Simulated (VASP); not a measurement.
# SiC (P6_3mc) in VASP: settings compared, part 3 of 3

VASP 6.6.1.

### Step 7. Single point, r2SCAN

This run uses another cell than the first one, of 10.34 Å³/atom, 1.031 times its volume.

Input file POSCAR:

```
SiC
1.0
    3.0753564139      0.0000000000      0.0000000000
   -1.5376782070      2.6633367801      0.0000000000
    0.0000000000      0.0000000000      5.0481087282
Si C
2 2
Direct
    0.3333333333      0.6666666667      0.4995917720
    0.6666666667      0.3333333333      0.9995917720
    0.3333333333      0.6666666667      0.8754082280
    0.6666666667      0.3333333333      0.3754082280
```

Input file INCAR.step1:

```
PREC = Accurate ; ENCUT = 520
ISMEAR = 0 ; SIGMA = 0.01
LREAL = False ; LASPH = True
NELM = 60 ; NBANDS = 16
GGA = PE ; ALGO = Normal
EDIFF = 1E-4 ; LWAVE = True
LCHARG = False
```

Input file INCAR.step2:

```
PREC = Accurate ; ENCUT = 520
EDIFF = 1E-6 ; ISMEAR = 0
SIGMA = 0.01 ; LREAL = False
LASPH = True ; NELM = 60
ALGO = Normal ; ISIF = 2
LWAVE = False ; LCHARG = True
METAGGA = R2SCAN ; LMIXTAU = True
LELF = True ; LVHAR = True
NBANDS = 16 ; ISTART = 1
```

Input file KPOINTS:

```
regular mesh
0
Gamma
  12 12 6
```

Potentials or basis: VASP PAW PBE potentials, release 64 (Si, C).

On the command line:

```bash
> cat potpaw_PBE.64/Si/POTCAR potpaw_PBE.64/C/POTCAR > POTCAR
> cp INCAR.step1 INCAR
> mpirun -np 1 vasp_std > vasp.out
> cp INCAR.step2 INCAR
> mpirun -np 1 vasp_std > vasp.out
```

OUTCAR:

```text
PREC = Accurate
   ENCUT = 520
   EDIFF = 1E-6
   ISMEAR = 0
   LREAL = False
   LASPH = True
   NELM = 60
   ISIF = 2
   METAGGA = R2SCAN
   ISTART = 1

 ion  position               nearest neighbor table
   1  0.333  0.667  0.500-   4 1.88   4 1.88   4 1.88   3 1.90   2 3.09   2 3.09   2 3.09   2 3.09
                             2 3.09   2 3.09
   2  0.667  0.333  1.000-   3 1.88   3 1.88   3 1.88   4 1.90   1 3.09   1 3.09   1 3.09   1 3.09
                             1 3.09   1 3.09
   3  0.333  0.667  0.875-   2 1.88   2 1.88   2 1.88   1 1.90
   4  0.667  0.333  0.375-   1 1.88   1 1.88   1 1.88   2 1.90

  LATTYP: Found a hexagonal cell.
 ALAT       =     3.0753564139
 C/A-ratio  =     1.6414711171

  Lattice vectors:

 A1 = (   3.0753564139,   0.0000000000,   0.0000000000)
 A2 = (  -1.5376782070,   2.6633367801,   0.0000000000)
 A3 = (   0.0000000000,   0.0000000000,   5.0481087282)

Analysis of symmetry for initial positions (statically):
=====================================================================
 Subroutine PRICEL returns:
 Original cell was already a primitive cell.

 Routine SETGRP: Setting up the symmetry group for a
 hexagonal supercell.

 Subroutine GETGRP returns: Found 12 space group operations
 (whereof  6 operations were pure point group operations)
 out of a pool of 24 trial point group operations.

The static configuration has the point symmetry C_3v.
 The point group associated with its full space group is C_6v.

Analysis of symmetry for dynamics (positions and initial velocities):
=====================================================================
 Subroutine PRICEL returns:
 Original cell was already a primitive cell.

 Routine SETGRP: Setting up the symmetry group for a
 hexagonal supercell.
[... 127 lines left out ...]
   IALGO  =     38    algorithm
   IMIX   =      4    mixing-type and parameters
     AMIX     =   0.40;   BMIX     =  1.00
     AMIX_MAG =   1.60;   BMIX_MAG =  1.00
  volume/ion in A,a.u.               =      10.34        69.76
  Fermi-wavevector in a.u.,A,eV,Ry     =   1.192975  2.254396 19.363673  1.423190
  Thomas-Fermi vector in A             =   2.329001
   LORBIT       =      0    0 simple, 1 ext, 2 COOP (PROOUT), +10 PAW based schemes
   METAGGA = R2SCAN    functional components
   LHFCALC =     F    Hartree Fock is set to
   AEXX    =    0.0000 exact exchange contribution
   IVDW    =     0    specifies the selected vdW correction
   LEPSILON=     F    determine dielectric tensor
   LRPA    =     F    only Hartree local field effects (RPA)
 non-spin polarized calculation
 Gauss-broadening in eV      SIGMA  =   0.01
  energy-cutoff  :      520.00
  volume of cell :       41.35
 maximum number of plane-waves:      1126
 NGX is ok and might be reduce to    24
   NGX = 11   NGY = 11   NGZ = 19

 number of electron      16.0000000 magnetization

 Free energy of the ion-electron system (eV)
  ---------------------------------------------------
  ext. energy  EPLUGINS =         0.00000000
  ---------------------------------------------------
  free energy    TOTEN  =       -38.63789484 eV

  energy without entropy =      -38.63789484  energy(sigma->0) =      -38.63789484

 E-fermi :   8.2144     XC(G=0): -11.9291

 val. band max:        8.1455026612   @ k =   0.0000   0.0000   0.0000
 cond. band min:      10.8048054881   @ k =   0.3333   0.3333   0.0000
 fundamental gap:      2.6593028269
 Fermi energy:         8.2143530216

 k-point     1 :       0.0000    0.0000    0.0000
  band No.  band energies     occupation
      1      -8.2091      2.00000
      2      -4.5818      2.00000
      3      -0.8462      2.00000
      4       6.7600      2.00000
      5       6.7600      2.00000
      6       8.0327      2.00000
[... 433 lines left out ...]
      3       0.5511      2.00000
      4       2.3140      2.00000
      5       3.1587      2.00000
      6       5.1620      2.00000
[... 8 lines left out ...]
     15      20.3493      0.00000
     16      21.0761      0.00000

 [... further k-points ...]

------------------------ aborting loop because EDIFF is reached ----------------------------------------

  FORCE on cell =-STRESS in cart. coord.  units (eV):
  Direction    XX          YY          ZZ          XY          YZ          ZX
  --------------------------------------------------------------------------------------
  -------------------------------------------------------------------------------------
  Total       -0.0490488     -0.0490488     -0.0413940      0.0000000      0.0000000      0.0000000
  in kB       -1.9005913     -1.9005913     -1.6039736      0.0000000      0.0000000      0.0000000
  external PRESSURE =      -1.8017188 kB  Pullay stress =       0.0000000 kB

 VOLUME and BASIS-vectors are now :
 -----------------------------------------------------------------------------
  energy-cutoff  :      520.00
  volume of cell :       41.35
      direct lattice vectors                 reciprocal lattice vectors
     3.075356414  0.000000000  0.000000000     0.325165563  0.187734425  0.000000000
    -1.537678207  2.663336780  0.000000000     0.000000000  0.375468851  0.000000000
     0.000000000  0.000000000  5.048108728     0.000000000  0.000000000  0.198093990

 POSITION                                       TOTAL-FORCE (eV/Angst)
 -----------------------------------------------------------------------------------
     -0.00000      1.77556      2.52199        -0.000000      0.000000      0.001046
      1.53768      0.88778      5.04605         0.000000     -0.000000      0.001046
     -0.00000      1.77556      4.41916        -0.000000     -0.000000     -0.001046
      1.53768      0.88778      1.89510        -0.000000     -0.000000     -0.001046
 -----------------------------------------------------------------------------------
    total drift:                               -0.000000     -0.000000      0.000376

  FREE ENERGIE OF THE ION-ELECTRON SYSTEM (eV)
  ---------------------------------------------------
  free  energy   TOTEN  =       -38.6378948368 eV

  energy  without entropy=      -38.6378948368  energy(sigma->0) =      -38.63789484
```

OUTCAR.step1:

```text
PREC = Accurate
   ENCUT = 520
   ISMEAR = 0
   LREAL = False
   LASPH = True
[... 689 lines left out ...]
     -0.00000      1.77556      2.52199         0.000000     -0.000000      0.003016
      1.53768      0.88778      5.04605         0.000000      0.000000      0.003016
     -0.00000      1.77556      4.41916         0.000000      0.000000     -0.003016
      1.53768      0.88778      1.89510        -0.000000      0.000000     -0.003016
 -----------------------------------------------------------------------------------
    total drift:                               -0.000000     -0.000000      0.000114

  FREE ENERGIE OF THE ION-ELECTRON SYSTEM (eV)
  ---------------------------------------------------
  free  energy   TOTEN  =       -30.1031039463 eV

  energy  without entropy=      -30.1031039463  energy(sigma->0) =      -30.10310395
```

OSZICAR.step1:

```text
N       E                     dE             d eps       ncg     rms          rms(c)
DAV:   1     0.256027824664E+02    0.25603E+02   -0.71964E+03  2432   0.896E+02
DAV:   2    -0.313087667271E+02   -0.56912E+02   -0.52121E+02  3448   0.158E+02
DAV:   3    -0.338126300733E+02   -0.25039E+01   -0.24940E+01  3128   0.307E+01
DAV:   4    -0.338313005448E+02   -0.18670E-01   -0.18666E-01  3032   0.323E+00
DAV:   5    -0.338314830964E+02   -0.18255E-03   -0.18255E-03  3136   0.304E-01    0.125E+01
DAV:   6    -0.301914819183E+02    0.36400E+01   -0.65246E+00  3072   0.157E+01    0.563E+00
DAV:   7    -0.301210665312E+02    0.70415E-01   -0.11197E+00  3456   0.617E+00    0.249E+00
DAV:   8    -0.301043646458E+02    0.16702E-01   -0.47332E-02  2784   0.139E+00    0.629E-01
DAV:   9    -0.301027655942E+02    0.15991E-02   -0.75961E-03  3112   0.591E-01    0.123E-01
DAV:  10    -0.301030784050E+02   -0.31281E-03   -0.10190E-03  2896   0.185E-01    0.573E-02
DAV:  11    -0.301031039463E+02   -0.25541E-04   -0.84723E-05  2096   0.694E-02
   1 F= -.30103104E+02 E0= -.30103104E+02  d E =-.387098E-50
```

It took 2.2 min on 1 thread of Intel Xeon Platinum 8259CL at 2.50GHz (Skylake/Cascade Lake), shared host; peak memory 0.18 GiB.

What came out:

| Item | Value |
| --- | --- |
| Free energy | -38.6379 eV |
| Pressure | -0.2 GPa |
| Band gap on the k mesh | 2.66 eV, indirect (least direct gap 4.48 eV) |

Levels at points of the mesh, in eV from the valence-band top:
```tsv
k point	band 5	band 6	band 7	band 8	band 9	band 10	band 11	band 12
(0.00, 0.00, 0.00)	-1.39	-0.11	0.00	0.00	5.38	6.78	7.19	7.19
(0.50, 0.00, 0.00)	-5.62	-3.48	-3.36	-1.26	3.23	4.67	7.47	7.65
(0.00, 0.00, 0.50)	-0.75	-0.75	-0.75	-0.75	6.50	6.50	7.89	7.89
(0.50, 0.00, 0.50)	-2.56	-2.56	-2.44	-2.44	3.72	3.72	5.79	5.79
```

Caveat: the PAW data sets were made with another functional, which shifts forces and pressure a little. r2SCAN opens gaps a little over a GGA but as a rule still falls short of measured ones.

### Step 8. The runs side by side

| level | cell | k mesh | gap on the mesh (eV) | pressure (GPa) |
| --- | --- | --- | --- | --- |
| r2SCAN | a = 3.044, b = 3.044, c = 4.997 Å, angles 90.0, 90.0, 120.0°, 4 atoms | 9 × 9 × 4 | 2.61 | 7.2 |
| r2SCAN | a = 3.075, b = 3.075, c = 5.048 Å, angles 90.0, 90.0, 120.0°, 4 atoms | 9 × 9 × 4 | 2.66 | -0.2 |
| r2SCAN | a = 3.106, b = 3.106, c = 5.098 Å, angles 90.0, 90.0, 120.0°, 4 atoms | 9 × 9 × 4 | 2.70 | -6.5 |
| r2SCAN | a = 3.136, b = 3.136, c = 5.147 Å, angles 90.0, 90.0, 120.0°, 4 atoms | 9 × 9 × 4 | 2.74 | -12.0 |
| PBE | a = 3.075, b = 3.075, c = 5.048 Å, angles 90.0, 90.0, 120.0°, 4 atoms | 12 × 12 × 6 | 2.27 | 3.5 |
| r2SCAN | a = 3.075, b = 3.075, c = 5.048 Å, angles 90.0, 90.0, 120.0°, 4 atoms | 12 × 12 × 6 | 2.66 | -0.2 |

Alike in all rows: task single point; potentials or basis VASP PAW PBE potentials, release 64 (Si, C); no spin polarisation; cutoff (eV) 520; smearing gaussian 0.01 eV.

Caveats: the PAW data sets were made with another functional, which shifts forces and pressure a little (some runs).

Absolute energies hang on the potentials; compare differences alone.
